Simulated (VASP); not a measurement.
**CaZr3N2: relaxation of cell and atoms with PBE**

The system is CaZr3N2.

```
Ca Zr N
1.0
     3.57869    0.00000    0.00000
     0.00000    3.57869    0.00000
     0.00000    0.00000    7.00350
Ca Zr N
1 3 2
Direct
  0.00000 0.00000 0.00000
  0.50000 0.50000 0.00000
  0.00000 0.50000 0.37018
  0.50000 0.00000 0.62982
  0.00000 0.50000 0.71972
  0.50000 0.00000 0.28028
```

```yaml
Program: VASP 6.6.1
Task: relaxation of cell and atoms
Functional: PBE
Potentials_or_basis: VASP PAW PBE potentials, release 64 (Ca_sv, Zr_sv, N)
Cutoff: 600 eV
k_mesh: 6 × 6 × 4
Occupations: gaussian, width 0.1 eV
Spin: no spin polarisation
Dipole_correction: no
Further_INCAR_settings: ALGO = Normal; EDIFF = 1e-06; IBRION = 2; EDIFFG = -0.04; NSW = 90; ISIF = 3
```

```yaml
Relaxed_volume: 15.03 Å³/atom
Relaxed_cell: a = 3.584 Å, b = 3.584 Å, c = 7.023 Å, α = 90.00°, β = 90.00°, γ = 90.00°
Space_group_after_relaxing_to_0.05_Å: P-4m2 (No. 115)
Energy_gained_by_relaxing: 0.0 meV/atom
Ionic_steps: 2
Pressure_after_relaxing: -0.3 GPa
Largest_force_after_relaxing: 0.018 eV/Å
Band_gap_on_the_k_mesh: zero (band 28 reaches 10.38 eV, above the bottom of band 29 at 9.50 eV)
```

Forces in eV/Å, atoms in the order of the input:
```
Ca   0.000  0.000  0.000
Zr   0.000  0.000  0.000
Zr   0.000  0.000  0.004
Zr   0.000  0.000 -0.004
N    0.000  0.000 -0.018
N    0.000  0.000  0.018
```

Stress tensor (GPa, compression positive):
```
-0.29  0.00  0.00
 0.00 -0.29  0.00
 0.00  0.00 -0.39
```

Step by step:
```tsv
step	energy change (eV)	largest force (eV/Å)	pressure (GPa)	volume (Å³)
1	0.0000	0.0110	0.42	89.69
2	-0.0002	0.0185	-0.32	90.21
```

Final structure:
```cif
data_structure
_symmetry_space_group_name_H-M 'P 1'
_symmetry_Int_Tables_number 1
_cell_length_a 3.5839
_cell_length_b 3.5839
_cell_length_c 7.0229
_cell_angle_alpha 90.000
_cell_angle_beta 90.000
_cell_angle_gamma 90.000
_cell_volume 90.21
loop_
_atom_site_label
_atom_site_type_symbol
_atom_site_fract_x
_atom_site_fract_y
_atom_site_fract_z
_atom_site_occupancy
Ca1 Ca 0.00000 0.00000 0.00000 1
Zr1 Zr 0.50000 0.50000 0.00000 1
Zr2 Zr 0.00000 0.50000 0.37011 1
Zr3 Zr 0.50000 0.00000 0.62989 1
N1 N 0.00000 0.50000 0.71965 1
N2 N 0.50000 0.00000 0.28035 1
```

Levels at points of the mesh, in eV from the Fermi level:
| k point | band 24 | band 25 | band 26 | band 27 | band 28 | band 29 | band 30 | band 31 | band 32 | band 33 |
| --- | --- | --- | --- | --- | --- | --- | --- | --- | --- | --- |
| (0.00, 0.00, 0.00) | -2.61 | -2.61 | -2.59 | -1.75 | -1.24 | -0.13 | 0.34 | 0.42 | 0.42 | 1.21 |
| (0.50, 0.00, 0.00) | -3.94 | -1.07 | -0.95 | -0.56 | 0.27 | 1.07 | 1.12 | 1.62 | 2.02 | 2.06 |
| (0.50, 0.50, 0.00) | -3.93 | -1.62 | -1.62 | -0.34 | -0.34 | 0.07 | 0.63 | 2.44 | 2.44 | 2.77 |
| (0.00, 0.00, 0.50) | -2.96 | -2.39 | -2.32 | -1.22 | -1.13 | -0.12 | -0.12 | -0.11 | 0.71 | 1.14 |
| (0.50, 0.00, 0.50) | -3.90 | -1.07 | -0.91 | 0.16 | 0.66 | 0.84 | 0.97 | 1.02 | 1.80 | 2.20 |
| (0.50, 0.50, 0.50) | -3.62 | -1.38 | -1.38 | -1.38 | -1.36 | -0.09 | 0.63 | 2.38 | 2.38 | 3.13 |

Run time: 3.7 min on 1 thread of Intel Xeon 6975P-C, with other jobs on the host, peak memory 0.29 GiB.
